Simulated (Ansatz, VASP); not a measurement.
**C in VASP and in Ansatz**

```xyz
2
Lattice="0.0000 1.7659 1.7659 1.7659 0.0000 1.7659 1.7659 1.7659 0.0000" Properties=species:S:1:pos:R:3 pbc="T T T"
C     1.7659    1.7659    1.7659
C     2.6488    2.6488    2.6488
```

Alike in both runs: functional LDA; k mesh 12 × 12 × 12; no spin polarisation.

Ansatz relaxed the structure, and its values are those at the end. VASP's run is a single point on that final structure, the one shown.

|  | VASP | Ansatz |
| --- | --- | --- |
| version | VASP 6.6.1 | Ansatz 0.2.0 |
| potentials or method | VASP PAW LDA potentials, release 64 (C_h), cutoff 1300 eV | scalar-relativistic, plane waves, PAW |
| occupations | gaussian, width 0.01 eV | fixed |
| valence electrons in the cell | 8 | 8 |

|  | VASP | Ansatz | Ansatz less VASP |
| --- | --- | --- | --- |
| gap on the k mesh at the Fermi level (eV) | 4.20 | 4.20 | -0.002 |
| least direct gap on the mesh (eV) | 5.63 | 5.62 | -0.003 |
| pressure (GPa) | 0.9 | 0.0 | -0.92 |

LDA's correlation is that of Perdew and Zunger in VASP and of Perdew and Wang (1992) in Ansatz.
